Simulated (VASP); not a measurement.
# Mn (Im-3m) in VASP: notebook

Runs on Mn. Level: revPBE. Tasks: single point.

Everything below comes from runs of VASP 6.6.1. Logs are shortened: lines on timing, memory, paths and dates and some standing lists are left out, and cuts for length are marked.

### Step 1. The cell of the first run

It takes space group Im-3m (No. 229, cubic). The conventional cell has a = 2.772 Å, b = 2.772 Å, c = 2.772 Å, α = 90.00°, β = 90.00°, γ = 90.00°. Within 3.2 Å of Mn (site symmetry m-3m) lie 14 Mn at 2.40 to 2.77 Å.

### Step 2. Single point, revPBE, collinear spin, ferromagnetic start (volume scaled by 0.96)

Input file INCAR:

```
SYSTEM = Mn
PREC     = Accurate       ! precision mode
ENCUT    = 500            ! plane-wave cutoff, eV
EDIFF    = 1E-6           ! SCF threshold, eV
ISMEAR   = -1             ! smearing method
SIGMA    = 0.05           ! smearing width, eV
LREAL    = .False.        ! projectors in reciprocal space
LASPH    = .True.         ! aspherical terms in the spheres
NELM     = 200            ! most SCF steps
ALGO     = Normal         ! electronic algorithm
ISIF     = 2              ! what is computed and relaxed
LWAVE    = .False.        ! write WAVECAR
LCHARG   = .True.         ! write CHGCAR
ISPIN    = 2              ! spin polarisation
MAGMOM   = -0.899         ! initial moments
LORBIT   = 11             ! projections on sites
LMAXMIX  = 4              ! l up to which the mixer works
GGA      = RE             ! functional
LELF     = .True.         ! ELF
LVHAR    = .True.       
NBANDS   = 16             ! bands
GGA_COMPAT= .False.
```

Input file KPOINTS:

```
regular mesh
0
Gamma
  18 18 18
  0 0 0
```

Input file POSCAR:

```
Mn
1.0
   -1.3861024686      1.3861024686      1.3861024686
    1.3861024686     -1.3861024686      1.3861024686
    1.3861024686      1.3861024686     -1.3861024686
Mn
1
Direct
    0.0000000000      0.0000000000      0.0000000000
```

Potentials or basis: VASP PAW PBE potentials, release 64 (Mn_pv).

Launch:

```
$ cat potpaw_PBE.64/Mn_pv/POTCAR > POTCAR
$ mpirun -np 1 vasp_std > vasp.out
```

OUTCAR:

```text
SYSTEM = Mn
   PREC = Accurate
   ENCUT = 500
   EDIFF = 1E-6
   ISMEAR = -1
   LREAL = .False.
   LASPH = .True.
   NELM = 200
   ISIF = 2
   ISPIN = 2
   LORBIT = 11
   GGA = RE

 ion  position               nearest neighbor table
   1  0.000  0.000  0.000-

  LATTYP: Found a body centered cubic cell.
 ALAT       =     2.7722049372

  Lattice vectors:

 A1 = (  -1.3861024686,   1.3861024686,   1.3861024686)
 A2 = (   1.3861024686,  -1.3861024686,   1.3861024686)
 A3 = (   1.3861024686,   1.3861024686,  -1.3861024686)

Analysis of symmetry for initial positions (statically):
=====================================================================
 Subroutine PRICEL returns:
 Original cell was already a primitive cell.

 Routine SETGRP: Setting up the symmetry group for a
 body centered cubic supercell.

 Subroutine GETGRP returns: Found 48 space group operations
 (whereof 48 operations were pure point group operations)
 out of a pool of 48 trial point group operations.

The static configuration has the point symmetry O_h .

Analysis of symmetry for dynamics (positions and initial velocities):
=====================================================================
 Subroutine PRICEL returns:
 Original cell was already a primitive cell.

 Routine SETGRP: Setting up the symmetry group for a
 body centered cubic supercell.

 Subroutine GETGRP returns: Found 48 space group operations
 (whereof 48 operations were pure point group operations)
 out of a pool of 48 trial point group operations.

The dynamic configuration has the point symmetry O_h .

Analysis of structural, dynamic, and magnetic symmetry:
=====================================================================
 Subroutine PRICEL returns:
 Original cell was already a primitive cell.

 Routine SETGRP: Setting up the symmetry group for a
 body centered cubic supercell.

 Subroutine GETGRP returns: Found 48 space group operations
 (whereof 48 operations were pure point group operations)
 out of a pool of 48 trial point group operations.

The overall configuration has the point symmetry O_h .

 Subroutine INISYM returns: Found 48 space group operations
 (whereof 48 operations are pure point group operations),
 and found     1 'primitive' translations

----------------------------------------------------------------------------------------

                                     Primitive cell

  volume of cell :      10.6524

  direct lattice vectors                    reciprocal lattice vectors
    -1.386102469  1.386102469  1.386102469     0.000000000  0.360723692  0.360723692
     1.386102469 -1.386102469  1.386102469     0.360723692  0.000000000  0.360723692
     1.386102469  1.386102469 -1.386102469     0.360723692  0.360723692  0.000000000

  length of vectors
     2.400799900  2.400799900  2.400799900     0.510140338  0.510140338  0.510140338

  position of ions in fractional coordinates (direct lattice)
     0.000000000  0.000000000  0.000000000

  ion indices of the primitive-cell ions
   primitive index   ion index
                 1           1

----------------------------------------------------------------------------------------

 KPOINTS: regular mesh

Automatic generation of k-mesh.
 Grid dimensions read from file:
 generate k-points for:   18   18   18

 Generating k-lattice:

  Cartesian coordinates                     Fractional coordinates (reciprocal lattice)
     0.000000000  0.020040205  0.020040205     0.055555556  0.000000000  0.000000000
     0.020040205  0.000000000  0.020040205     0.000000000  0.055555556  0.000000000
     0.020040205  0.020040205  0.000000000     0.000000000  0.000000000  0.055555556

  Length of vectors
     0.028341130  0.028341130  0.028341130

  Shift w.r.t. Gamma in fractional coordinates (k-lattice)
     0.000000000  0.000000000  0.000000000

 Subroutine IBZKPT returns following result:
 ===========================================

 Found    195 irreducible k-points:

 Following reciprocal coordinates:
            Coordinates               Weight
  0.000000  0.000000  0.000000      1.000000
  0.055556  0.000000  0.000000     12.000000
  0.111111  0.000000  0.000000     12.000000
  0.166667  0.000000  0.000000     12.000000
  0.222222  0.000000  0.000000     12.000000
  0.277778  0.000000  0.000000     12.000000
[... 16 lines left out ...]
  0.333333  0.111111  0.000000     48.000000
  0.388889  0.111111  0.000000     48.000000
 [... further k-points ...]
   k-points           NKPTS =    195   k-points in BZ     NKDIM =    195   number of bands    NBANDS=     16
   number of dos      NEDOS =    301   number of ions     NIONS =      1
   total plane-waves  NPLWV =   5832
   dimension x,y,z NGX =    18 NGY =   18 NGZ =   18
   dimension x,y,z NGXF=    36 NGYF=   36 NGZF=   36
   ions per type =               1
   NGX,Y,Z   is equivalent  to a cutoff of  12.46, 12.46, 12.46 a.u.
   NGXF,Y,Z  is equivalent  to a cutoff of  24.93, 24.93, 24.93 a.u.
 SYSTEM =  Mn
   PREC   = accura    normal or accurate (medium, high low for compatibility)
   ISTART =      0    job   : 0-new  1-cont  2-samecut
   ICHARG =      2    charge: 1-file 2-atom 10-const
   ISPIN  =      2    spin polarized calculation?
   LNONCOLLINEAR =      F non collinear calculations
   LSORBIT =      F    spin-orbit coupling
   LASPH  =      T    aspherical Exc in radial PAW
   ENCUT  =  500.0 eV  36.75 Ry    6.06 a.u.   4.38  4.38  4.38*2*pi/ulx,y,z
   NELM   =    200;   NELMIN=  2; NELMDL= -5     # of ELM steps
   EDIFF  = 0.1E-05   stopping-criterion for ELM
   LREAL  =      F    real-space projection
   EDIFFG = 0.1E-04   stopping-criterion for IOM
   NSW    =      0    number of steps for IOM
   IBRION =     -1    ionic relax: 0-MD 1-quasi-New 2-CG
   NFREE  =      0    steps in history (QN), initial steepest desc. (CG)
   ISIF   =      2    stress and relaxation
   ISYM   =      2    0-nonsym 1-usesym 2-fastsym
   POTIM  = 0.5000    time-step for ionic-motion
   TEBEG  =    0.0;   TEEND  =   0.0 temperature during run
   PSTRESS=    0.0 pullay stress
   NELECT =      13.0000    total number of electrons
   NUPDOWN=      -1.0000    fix difference up-down
   EMIN   =  10.00;   EMAX   =-10.00  energy-range for DOS
   EFERMI =   0.00;   METHOD = LEGACY
   ISMEAR =    -1;   SIGMA  =   0.05  broadening in eV -4-tet -1-fermi 0-gaus
   EFERMI_NEDOS =   21; number of points for ismear=-14 and -15
   IALGO  =     38    algorithm
   IMIX   =      4    mixing-type and parameters
     AMIX     =   0.40;   BMIX     =  1.00
     AMIX_MAG =   1.60;   BMIX_MAG =  1.00
  volume/ion in A,a.u.               =      10.65        71.89
  Fermi-wavevector in a.u.,A,eV,Ry     =   1.749473  3.306025 41.642757  3.060656
  Thomas-Fermi vector in A             =   2.820379
   LORBIT       =     11    0 simple, 1 ext, 2 COOP (PROOUT), +10 PAW based schemes
   GGA     = RE    functional components
   LHFCALC =     F    Hartree Fock is set to
   AEXX    =    0.0000 exact exchange contribution
   IVDW    =     0    specifies the selected vdW correction
   LEPSILON=     F    determine dielectric tensor
   LRPA    =     F    only Hartree local field effects (RPA)
 spin polarized calculation
  energy-cutoff  :      500.00
  volume of cell :       10.65
 maximum number of plane-waves:       277
 NGX is ok and might be reduce to    18
   NGX =  9   NGY =  9   NGZ =  9

 number of electron      12.9999989 magnetization      -0.7604047

 Free energy of the ion-electron system (eV)
  ---------------------------------------------------
  ext. energy  EPLUGINS =         0.00000000
  ---------------------------------------------------
  free energy    TOTEN  =        -8.42548008 eV

  energy without entropy =       -8.40917062  energy(sigma->0) =       -8.41732535

 E-fermi :  10.9971     XC(G=0): -13.9805

 val. band max:       10.9970227608   @ k =   0.1111   0.0000   0.0000
 cond. band min:      10.9991153466   @ k =   0.0556   0.0556   0.0000
 fundamental gap:      0.0020925858
 Fermi energy:        10.9970717083

 spin component 1

 k-point     1 :       0.0000    0.0000    0.0000
  band No.  band energies     occupation
      1     -36.4981      1.00000
      2     -36.4981      1.00000
      3     -36.4981      1.00000
      4       2.4156      1.00000
      5       9.8084      1.00000
      6       9.8084      1.00000
[... 8 lines left out ...]
     15      42.8900      0.00000
     16      46.7929      0.00000

 k-point     2 :       0.0556    0.0000    0.0000
  band No.  band energies     occupation
      1     -36.5233      1.00000
      2     -36.5059      1.00000
      3     -36.4983      1.00000
      4       2.5554      1.00000
      5       9.7573      1.00000
      6       9.8003      1.00000
[... 8 lines left out ...]
     15      42.8937      0.00000
     16      45.0931      0.00000
[... 387 lines left out ...]
      5       8.4818      1.00000
      6       9.8292      1.00000
[... 8 lines left out ...]
     15      42.9737      0.00000
     16      44.6236      0.00000

 k-point    24 :       0.3889    0.1111    0.0000
  band No.  band energies     occupation
      1     -37.2431      1.00000
      2     -36.7725      1.00000
      3     -36.5361      1.00000
      4       6.5907      1.00000
      5       8.3761      1.00000
      6      10.3367      1.00000
[... 8 lines left out ...]
     15      43.3842      0.00000
     16      44.4099      0.00000

 [... further k-points ...]

 spin component 2

 k-point     1 :       0.0000    0.0000    0.0000
  band No.  band energies     occupation
      1     -37.3721      1.00000
      2     -37.3721      1.00000
      3     -37.3721      1.00000
      4       2.3066      1.00000
      5       9.1612      1.00000
      6       9.1612      1.00000
[... 8 lines left out ...]
     15      42.1690      0.00000
     16      46.5486      0.00000

 k-point     2 :       0.0556    0.0000    0.0000
  band No.  band energies     occupation
      1     -37.3964      1.00000
      2     -37.3797      1.00000
      3     -37.3723      1.00000
      4       2.4460      1.00000
      5       9.1129      1.00000
      6       9.1551      1.00000
[... 8 lines left out ...]
     15      42.5494      0.00000
     16      44.7861      0.00000
[... 387 lines left out ...]
      5       7.9057      1.00000
      6       9.4063      1.00000
[... 8 lines left out ...]
     15      42.6630      0.00000
     16      44.2925      0.00000

 k-point    24 :       0.3889    0.1111    0.0000
  band No.  band energies     occupation
      1     -38.0945      1.00000
      2     -37.6392      1.00000
      3     -37.4089      1.00000
      4       6.1439      1.00000
      5       7.8058      1.00000
      6       9.8935      1.00000
[... 8 lines left out ...]
     15      43.0890      0.00000
     16      44.0722      0.00000

 [... further k-points ...]

------------------------ aborting loop because EDIFF is reached ----------------------------------------

  FORCE on cell =-STRESS in cart. coord.  units (eV):
  Direction    XX          YY          ZZ          XY          YZ          ZX
  --------------------------------------------------------------------------------------
  -------------------------------------------------------------------------------------
  Total        0.7054519      0.7054519      0.7054519     -0.0000000      0.0000000     -0.0000000
  in kB      106.1040520    106.1040520    106.1040520     -0.0000000      0.0000000     -0.0000000
  external PRESSURE =     106.1040520 kB  Pullay stress =       0.0000000 kB

 VOLUME and BASIS-vectors are now :
 -----------------------------------------------------------------------------
  energy-cutoff  :      500.00
  volume of cell :       10.65
      direct lattice vectors                 reciprocal lattice vectors
    -1.386102469  1.386102469  1.386102469     0.000000000  0.360723692  0.360723692
     1.386102469 -1.386102469  1.386102469     0.360723692  0.000000000  0.360723692
     1.386102469  1.386102469 -1.386102469     0.360723692  0.360723692  0.000000000

 POSITION                                       TOTAL-FORCE (eV/Angst)
 -----------------------------------------------------------------------------------
      0.00000      0.00000      0.00000        -0.000000      0.000000     -0.000000
 -----------------------------------------------------------------------------------
    total drift:                                0.000000      0.000000      0.000000

  FREE ENERGIE OF THE ION-ELECTRON SYSTEM (eV)
  ---------------------------------------------------
  free  energy   TOTEN  =        -8.4254800835 eV

  energy  without entropy=       -8.4091706176  energy(sigma->0) =       -8.41732535

 total charge

# of ion       s       p       d       tot
------------------------------------------
    1        0.420   6.415   5.153  11.988

 magnetization (x)

# of ion       s       p       d       tot
------------------------------------------
    1        0.004   0.011  -0.774  -0.758
```

Run time: 1.9 min. Hardware: 1 thread of Intel Xeon 8259CL, shared host; peak memory 0.16 GiB.

Results:

- Free energy: -8.4255 eV
- Pressure: 10.6 GPa
- Net moment: -0.76 μB per cell
- Site moments: Mn -0.76 μB
- Valence electrons inside the program's atomic spheres: Mn 11.99

Levels at points of the mesh, in eV from the Fermi level:
Spin up:
```csv
k point,band 3,band 4,band 5,band 6,band 7,band 8,band 9,band 10
"(0.00, 0.00, 0.00)",-47.50,-8.58,-1.19,-1.19,-1.19,0.95,0.95,23.83
"(0.50, 0.00, 0.00)",-47.50,-4.71,-2.70,0.76,0.90,1.27,2.44,9.74
"(0.50, 0.50, 0.50)",-48.05,-4.46,-4.46,2.06,2.06,2.06,10.82,10.82
```
Spin down:
```csv
k point,band 4,band 5,band 6,band 7,band 8,band 9,band 10,band 11
"(0.00, 0.00, 0.00)",-8.69,-1.84,-1.84,-1.84,-0.02,-0.02,23.86,23.86
"(0.50, 0.00, 0.00)",-5.16,-3.28,0.02,0.28,0.67,1.68,9.23,18.05
"(0.50, 0.50, 0.50)",-5.09,-5.09,1.32,1.32,1.32,10.69,10.69,10.69
```

Caveat: the cell differs from its parent crystal (volume scaled by 0.96); the PAW data sets were made with another functional, which shifts forces and pressure a little.

### Step 3. Single point, revPBE, collinear spin, ferromagnetic start

This run uses another cell than the first one, of 11.10 Å³/atom, 1.042 times its volume.

Input file INCAR:

```
SYSTEM = Mn
PREC = Accurate ; ENCUT = 500
EDIFF = 1E-6 ; ISMEAR = -1
SIGMA = 0.05 ; LREAL = .FALSE.
LASPH = .TRUE. ; NELM = 200
ALGO = Normal ; ISIF = 2
LWAVE = .FALSE. ; LCHARG = .FALSE.
ISPIN = 2 ; MAGMOM = -0.899
LORBIT = 11 ; LMAXMIX = 4
GGA = RE ; NBANDS = 16
GGA_COMPAT = .FALSE.
```

Input file KPOINTS:

```
Automatic mesh
0
G
  18 18 18
  0 0 0
```

Input file POSCAR:

```
Mn
1.0
   -1.4050925334      1.4050925334      1.4050925334
    1.4050925334     -1.4050925334      1.4050925334
    1.4050925334      1.4050925334     -1.4050925334
Mn
1
Direct
    0.0000000000      0.0000000000      0.0000000000
```

Potentials or basis: VASP PAW PBE potentials, release 64 (Mn_pv).

Launch:

```
$ cat potpaw_PBE.64/Mn_pv/POTCAR > POTCAR
$ mpirun -np 1 vasp_std > vasp.out
```

Wall time 1.8 min (1 thread of Intel Xeon 8259CL, shared host); peak memory 0.17 GiB.

The run converged. Its results:

| Property | Result |
| --- | --- |
| Free energy | -8.4412 eV |
| Pressure | 0.4 GPa |
| Net moment | -0.91 μB per cell |
| Site moments | Mn -0.91 μB |
| Valence electrons inside the program's atomic spheres | Mn 11.91 |

Levels at points of the mesh, in eV from the Fermi level:
Spin up:
| k point | band 4 | band 5 | band 6 | band 7 | band 8 | band 9 |
| --- | --- | --- | --- | --- | --- | --- |
| (0.00, 0.00, 0.00) | -8.34 | -0.99 | -0.99 | -0.99 | 1.08 | 1.08 |
| (0.50, 0.00, 0.00) | -4.39 | -2.43 | 0.75 | 1.02 | 1.38 | 2.45 |
| (0.50, 0.50, 0.50) | -4.07 | -4.07 | 2.10 | 2.10 | 2.10 | 10.53 |
Spin down:
```
           k point  band 4  band 5  band 6  band 7  band 8  band 9  band 10  band 11
(0.00, 0.00, 0.00)   -8.46   -1.76   -1.76   -1.76   -0.07   -0.07    23.57    23.57
(0.50, 0.00, 0.00)   -4.92   -3.11   -0.03    0.20    0.66    1.55     8.79    17.78
(0.50, 0.50, 0.50)   -4.82   -4.82    1.21    1.21    1.21   10.38    10.38    10.38
```

Caveat: the PAW data sets were made with another functional, which shifts forces and pressure a little.

### Step 4. Single point, revPBE, collinear spin, ferromagnetic start (volume scaled by 1.04)

Input file INCAR:

```
SYSTEM = Mn
ALGO = Normal ; EDIFF = 1E-6
ENCUT = 500 ; GGA = RE
GGA_COMPAT = .False. ; ISIF = 2
ISMEAR = -1 ; ISPIN = 2
LASPH = .True. ; LCHARG = .False.
LMAXMIX = 4 ; LORBIT = 11
LREAL = .False. ; LWAVE = .False.
MAGMOM = -0.899 ; NBANDS = 16
NELM = 200 ; PREC = Accurate
SIGMA = 0.05
```

Input file KPOINTS:

```
k-points
0
Gamma
  18 18 18
  0 0 0
```

Input file POSCAR:

```
Mn
1.0
   -1.4235827134      1.4235827134      1.4235827134
    1.4235827134     -1.4235827134      1.4235827134
    1.4235827134      1.4235827134     -1.4235827134
Mn
1
Direct
    0.0000000000      0.0000000000      0.0000000000
```

Launch:

```
$ cat potpaw_PBE.64/Mn_pv/POTCAR > POTCAR
$ mpirun -np 1 vasp_std > vasp.out
```

It took 97 s on 1 thread of Intel Xeon 8259CL, shared host; peak memory 0.16 GiB.

It converged, with:

```yaml
Free_energy: -8.4316 eV
Pressure: -7.7 GPa
Band_gap_on_the_k_mesh: zero (filled and empty bands overlap)
Net_moment: -1.01 μB per cell
Site_moments: Mn -1.01 μB
Valence_electrons_inside_the_program's_atomic_spheres: Mn 11.84
```

Levels at points of the mesh, in eV from the Fermi level:
Spin up:
```csv
k point,band 4,band 5,band 6,band 7,band 8,band 9
"(0.00, 0.00, 0.00)",-8.11,-0.81,-0.81,-0.81,1.19,1.19
"(0.50, 0.00, 0.00)",-4.10,-2.18,0.75,1.11,1.47,2.45
"(0.50, 0.50, 0.50)",-3.73,-3.73,2.11,2.11,2.11,10.26
```
Spin down:
| k point | band 3 | band 4 | band 5 | band 6 | band 7 | band 8 | band 9 | band 10 | band 11 | band 12 |
| --- | --- | --- | --- | --- | --- | --- | --- | --- | --- | --- |
| (0.00, 0.00, 0.00) | -48.41 | -8.23 | -1.67 | -1.67 | -1.67 | -0.10 | -0.10 | 23.29 | 23.29 | 23.29 |
| (0.50, 0.00, 0.00) | -48.41 | -4.69 | -2.95 | -0.06 | 0.15 | 0.66 | 1.45 | 8.40 | 17.52 | 20.52 |
| (0.50, 0.50, 0.50) | -48.83 | -4.57 | -4.57 | 1.13 | 1.13 | 1.13 | 10.10 | 10.10 | 10.10 | 16.25 |

Caveat: the cell differs from its parent crystal (volume scaled by 1.04); the PAW data sets were made with another functional, which shifts forces and pressure a little.

[end of part 1 of 2]
